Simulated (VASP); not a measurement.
# SiW6 in VASP: notebook, part 2 of 2

VASP 6.6.1. The steps go on from the part before.

**3. Single point, PBE+D3(BJ)**

INCAR

```
  ALGO = Normal
  DIPOL = 0.5 0.5 0.318
  EDIFF = 1E-6
  ENCUT = 520
  GGA = PE
  IDIPOL = 3
  ISIF = 2
  ISMEAR = 0
  IVDW = 12
  LASPH = T
  LCHARG = F
  LDIPOL = T
  LREAL = F
  LWAVE = F
  NBANDS = 53
  NELM = 100
  PREC = Accurate
  SIGMA = 0.1
```

KPOINTS

```
k-points
0
Gamma
  6 6 1
```

POSCAR

```
SiW6
1.0
    4.4682526257      0.0000000000      0.0000000000
   -2.2341263128      3.8696202844      0.0000000000
    0.0000000000      0.0000000000     21.6259061357
W Si
6 1
Direct
    0.6666666667      0.3333333333      0.1849633479
    0.3333333333      0.6666666667      0.2271386095
    0.0000000000      0.0000000000      0.2693138710
    0.6666666667      0.3333333333      0.3085097946
    0.3333333333      0.6666666667      0.3483008428
    0.0000000000      0.0000000000      0.3849968683
    0.4444444444      0.2222222222      0.5005989607
```

Potentials or basis: VASP PAW PBE potentials, release 64 (W_sv, Si).

On the command line:

```bash
$ cat potpaw_PBE.64/W_sv/POTCAR potpaw_PBE.64/Si/POTCAR > POTCAR
$ mpirun -np 1 vasp_std > vasp.out
```

OUTCAR:

```text
EDIFF = 1E-6
   ENCUT = 520
   GGA = PE
   ISIF = 2
   ISMEAR = 0
   IVDW = 12
   LASPH = T
   LREAL = F
   NELM = 100
   PREC = Accurate
 IVDW          = 12

 ion  position               nearest neighbor table
   1  0.667  0.333  0.185-   4 2.67   2 2.74   2 2.74   2 2.74   3 3.16   3 3.16   3 3.16
   2  0.333  0.667  0.227-   5 2.62   3 2.74   3 2.74   3 2.74   1 2.74   1 2.74   1 2.74   4 3.12
                             4 3.12   4 3.12
   3  0.000  0.000  0.269-   6 2.50   4 2.72   4 2.72   4 2.72   2 2.74   2 2.74   2 2.74   5 3.09
                             5 3.09   5 3.09   1 3.16   1 3.16   1 3.16
   4  0.667  0.333  0.309-   1 2.67   3 2.72   3 2.72   3 2.72   5 2.72   5 2.72   5 2.72   6 3.06
                             6 3.06   6 3.06   2 3.12   2 3.12   2 3.12
   5  0.333  0.667  0.348-   2 2.62   6 2.70   6 2.70   6 2.70   4 2.72   4 2.72   4 2.72   3 3.09
                             3 3.09   3 3.09
   6  0.000  0.000  0.385-   3 2.50   5 2.70   5 2.70   5 2.70   7 3.03   4 3.06   4 3.06   4 3.06

   7  0.444  0.222  0.501-   6 3.03

  LATTYP: Found a hexagonal cell.
 ALAT       =     4.4682526257
 C/A-ratio  =     4.8399022945

  Lattice vectors:

 A1 = (   4.4682526257,   0.0000000000,   0.0000000000)
 A2 = (  -2.2341263128,   3.8696202844,   0.0000000000)
 A3 = (   0.0000000000,   0.0000000000,  21.6259061357)

Analysis of symmetry for initial positions (statically):
=====================================================================
 Subroutine PRICEL returns:
 Original cell was already a primitive cell.

 Routine SETGRP: Setting up the symmetry group for a
 hexagonal supercell.

 Subroutine GETGRP returns: Found  2 space group operations
 (whereof  2 operations were pure point group operations)
 out of a pool of 24 trial point group operations.

The static configuration has the point symmetry C_1h.

Analysis of symmetry for dynamics (positions and initial velocities):
=====================================================================
 Subroutine PRICEL returns:
 Original cell was already a primitive cell.

 Routine SETGRP: Setting up the symmetry group for a
 hexagonal supercell.

 Subroutine GETGRP returns: Found  2 space group operations
 (whereof  2 operations were pure point group operations)
 out of a pool of 24 trial point group operations.

The dynamic configuration has the point symmetry C_1h.

 Subroutine INISYM returns: Found  2 space group operations
 (whereof  2 operations are pure point group operations),
 and found     1 'primitive' translations

----------------------------------------------------------------------------------------

                                     Primitive cell

  volume of cell :     373.9215

  direct lattice vectors                    reciprocal lattice vectors
     4.468252626  0.000000000  0.000000000     0.223801133  0.129211644  0.000000000
    -2.234126313  3.869620284  0.000000000     0.000000000  0.258423289  0.000000000
     0.000000000  0.000000000 21.625906136     0.000000000  0.000000000  0.046240837

  length of vectors
     4.468252626  4.468252626 21.625906136     0.258423289  0.258423289  0.046240837

  position of ions in fractional coordinates (direct lattice)
     0.666666667  0.333333333  0.184963348
     0.333333333  0.666666667  0.227138610
[... 59 lines left out ...]
   total plane-waves  NPLWV = 209952
   dimension x,y,z NGX =    36 NGY =   36 NGZ =  162
   dimension x,y,z NGXF=    72 NGYF=   72 NGZF=  324
   ions per type =               6   1
   NGX,Y,Z   is equivalent  to a cutoff of  13.39, 13.39, 12.45 a.u.
   NGXF,Y,Z  is equivalent  to a cutoff of  26.79, 26.79, 24.91 a.u.
 SYSTEM =  unknown system
   PREC   = accura    normal or accurate (medium, high low for compatibility)
   ISTART =      0    job   : 0-new  1-cont  2-samecut
   ICHARG =      2    charge: 1-file 2-atom 10-const
   ISPIN  =      1    spin polarized calculation?
   LNONCOLLINEAR =      F non collinear calculations
   LSORBIT =      F    spin-orbit coupling
   LASPH  =      T    aspherical Exc in radial PAW
   ENCUT  =  520.0 eV  38.22 Ry    6.18 a.u.   8.31  8.31 40.21*2*pi/ulx,y,z
   NELM   =    100;   NELMIN=  2; NELMDL= -5     # of ELM steps
   EDIFF  = 0.1E-05   stopping-criterion for ELM
   LREAL  =      F    real-space projection
   EDIFFG = 0.1E-04   stopping-criterion for IOM
   NSW    =      0    number of steps for IOM
   IBRION =     -1    ionic relax: 0-MD 1-quasi-New 2-CG
   NFREE  =      0    steps in history (QN), initial steepest desc. (CG)
   ISIF   =      2    stress and relaxation
   ISYM   =      2    0-nonsym 1-usesym 2-fastsym
   POTIM  = 0.5000    time-step for ionic-motion
   TEBEG  =    0.0;   TEEND  =   0.0 temperature during run
   PSTRESS=    0.0 pullay stress
   NELECT =      88.0000    total number of electrons
   NUPDOWN=      -1.0000    fix difference up-down
   EMIN   =  10.00;   EMAX   =-10.00  energy-range for DOS
   EFERMI =   0.00;   METHOD = LEGACY
   ISMEAR =     0;   SIGMA  =   0.10  broadening in eV -4-tet -1-fermi 0-gaus
   EFERMI_NEDOS =   21; number of points for ismear=-14 and -15
   IALGO  =     38    algorithm
   IMIX   =      4    mixing-type and parameters
     AMIX     =   0.40;   BMIX     =  1.00
     AMIX_MAG =   1.60;   BMIX_MAG =  1.00
  volume/ion in A,a.u.               =      53.42       360.48
  Fermi-wavevector in a.u.,A,eV,Ry     =   1.010747  1.910034 13.899828  1.021609
  Thomas-Fermi vector in A             =   2.143754
   LORBIT       =      0    0 simple, 1 ext, 2 COOP (PROOUT), +10 PAW based schemes
   GGA     = PE    functional components
   LHFCALC =     F    Hartree Fock is set to
   AEXX    =    0.0000 exact exchange contribution
   IVDW    =    12    specifies the selected vdW correction
   LEPSILON=     F    determine dielectric tensor
   LRPA    =     F    only Hartree local field effects (RPA)
 non-spin polarized calculation
 Gauss-broadening in eV      SIGMA  =   0.10
  energy-cutoff  :      520.00
  volume of cell :      373.92
 maximum number of plane-waves:     10113
 NGX is ok and might be reduce to    36
   NGX = 17   NGY = 17   NGZ = 81

 dipolmoment           0.000000      0.000000     -0.325287 electrons x Angstroem

 number of electron      88.0000001 magnetization

 dipolmoment           0.000000      0.000000      0.063023 electrons x Angstroem

 Free energy of the ion-electron system (eV)
  ---------------------------------------------------
  ext. energy  EPLUGINS =         0.00000000
  ---------------------------------------------------
  free energy    TOTEN  =       -73.11272795 eV

  energy without entropy =      -73.07377313  energy(sigma->0) =      -73.09325054

 E-fermi :   0.3568     XC(G=0):  -5.3150

 val. band max:        0.3435329795   @ k =  -0.1667   0.5000   0.0000
 cond. band min:       0.4220919175   @ k =   0.5000   0.3333   0.0000
 fundamental gap:      0.0785589380
 Fermi energy:         0.3568214610

 k-point     1 :       0.0000    0.0000    0.0000
  band No.  band energies     occupation
      1     -73.6779      2.00000
      2     -73.5585      2.00000
      3     -73.5423      2.00000
      4     -73.4525      2.00000
      5     -73.3639      2.00000
      6     -73.2964      2.00000
[... 717 lines left out ...]
     52       1.8209      0.00000
     53       2.2511      0.00000

------------------------ aborting loop because EDIFF is reached ----------------------------------------

 vacuum level on the upper side and lower side of the slab       (xc-potential included)         0.127        -0.518

 Edisp (eV)   -2.86923

 E8    (eV) :    -1.5058

  FORCE on cell =-STRESS in cart. coord.  units (eV):
  Direction    XX          YY          ZZ          XY          YZ          ZX
  --------------------------------------------------------------------------------------
  -------------------------------------------------------------------------------------
  Total      -8.16371    -8.08837    -7.85570    -0.06525    -0.58399    -1.01151
  in kB     -34.97985   -34.65703   -33.66007    -0.27957    -2.50230    -4.33412
  external pressure =      -34.43 kB  Pullay stress =        0.00 kB

 VOLUME and BASIS-vectors are now :
 -----------------------------------------------------------------------------
  energy-cutoff  :      520.00
  volume of cell :      373.92
      direct lattice vectors                 reciprocal lattice vectors
     4.468252626  0.000000000  0.000000000     0.223801133  0.129211644  0.000000000
    -2.234126313  3.869620284  0.000000000     0.000000000  0.258423289  0.000000000
     0.000000000  0.000000000 21.625906136     0.000000000  0.000000000  0.046240837

 POSITION                                       TOTAL-FORCE (eV/Angst)
 -----------------------------------------------------------------------------------
      2.23413      1.28987      4.00000        -0.055355     -0.031959      2.030176
     -0.00000      2.57975      4.91208        -0.067381     -0.038903     -0.634664
      0.00000      0.00000      5.82416         0.244548      0.141190     -1.988075
      2.23413      1.28987      6.67180         0.012968      0.007487      0.058105
     -0.00000      2.57975      7.53232        -0.113405     -0.065475      0.901979
      0.00000      0.00000      8.32591         0.353796      0.204264      1.755629
      1.48942      0.85992     10.82591        -0.375171     -0.216605     -2.123150
 -----------------------------------------------------------------------------------
    total drift:                               -0.000049     -0.000028     -0.000787

  FREE ENERGIE OF THE ION-ELECTRON SYSTEM (eV)
  ---------------------------------------------------
  free  energy   TOTEN  =       -75.9819591090 eV

  energy  without entropy=      -75.9430042906  energy(sigma->0) =      -75.96248170

 vacuum level on the upper side and lower side of the slab         4.734         4.080
```

Run time: 20 min. Hardware: 1 thread of Intel Xeon 8259CL, shared host; peak memory 0.6 GiB.

What came out:

| Property | Result |
| --- | --- |
| Free energy | -75.9820 eV |
| Largest force | 2.167 eV/Å |
| Band gap on the k mesh | zero (bands 44 and 45 overlap by 0.10 eV) |
| Dispersion energy per atom | -0.410 eV |

Forces on the atoms (eV/Å):
```
W   -0.055 -0.032  2.030
W   -0.067 -0.039 -0.635
W    0.245  0.141 -1.988
W    0.013  0.007  0.058
W   -0.113 -0.065  0.902
W    0.354  0.204  1.756
Si  -0.375 -0.217 -2.123
```

Caveat: spin-orbit coupling is left out, which moves the levels of the heavy elements.

**4. Single point, PBE+D3(BJ)**

INCAR

```
PREC = Accurate ; ENCUT = 520
EDIFF = 1E-6 ; ISMEAR = 0
SIGMA = 0.1 ; LREAL = False
LASPH = True ; NELM = 100
ALGO = Normal ; ISIF = 2
LWAVE = False ; LCHARG = False
LDIPOL = True ; IDIPOL = 3
DIPOL = 0.5 0.5 0.318 ; GGA = PE
IVDW = 12 ; NBANDS = 53
```

KPOINTS

```
regular mesh
0
Gamma
  6 6 1
```

POSCAR: that of step 3 with these lines changed.

```diff
@@ -14,2 +14,2 @@
     0.0000000000      0.0000000000      0.3849968683
-    0.4444444444      0.2222222222      0.5005989607
+    0.4444444444      0.8888888889      0.5005989607
```

On the command line:

```bash
$ cat potpaw_PBE.64/W_sv/POTCAR potpaw_PBE.64/Si/POTCAR > POTCAR
$ mpirun -np 1 vasp_std > vasp.out
```

Wall time 20 min (1 thread of Intel Xeon 8259CL, shared host); peak memory 0.6 GiB.

The run converged. Its results:

```
Free energy                : -76.0949 eV
Largest force              : 2.188 eV/Å
Band gap on the k mesh     : zero (bands 44 and 45 overlap by 0.27 eV)
Dispersion energy per atom : -0.410 eV
```

Forces in eV/Å, atoms in the order of the input:
```
W    0.000 -0.113  2.105
W    0.000  0.064 -0.873
W    0.000  0.021 -1.591
W    0.000  0.240 -0.309
W    0.000  0.199  1.334
W    0.000 -0.314  1.520
Si   0.000 -0.095 -2.186
```

Levels at points of the mesh, in eV from the Fermi level:
```
           k point  band 40  band 41  band 42  band 43  band 44  band 45  band 46  band 47  band 48  band 49
(0.00, 0.00, 0.00)    -1.22    -1.09    -1.06    -0.80    -0.42     0.72     1.20     1.54     1.64     1.65
(0.50, 0.00, 0.00)    -1.34    -1.08    -0.74    -0.35     0.07     0.19     0.27     0.82     1.24     1.41
(0.00, 0.50, 0.00)    -1.34    -0.94    -0.58    -0.17     0.00     0.27     0.42     0.68     0.98     1.50
```

Caveat: spin-orbit coupling is left out, which moves the levels of the heavy elements.

**5. Overview**

```csv
cell,gap on the mesh (eV),largest force (eV/Å)
"as given, atomic positions A",none,2.13
"as given, atomic positions B",none,2.17
"as given, atomic positions C",none,2.19
```

Alike in all rows: task single point; level PBE+D3(BJ); potentials or basis VASP PAW PBE potentials, release 64 (W_sv, Si); no spin polarisation; k mesh 6 × 6 × 1; cutoff (eV) 520; smearing gaussian 0.1 eV.

Caveats: spin-orbit coupling is left out, which moves the levels of the heavy elements.

Total energies depend on the potentials used, so only differences within one code and one set of settings carry meaning.
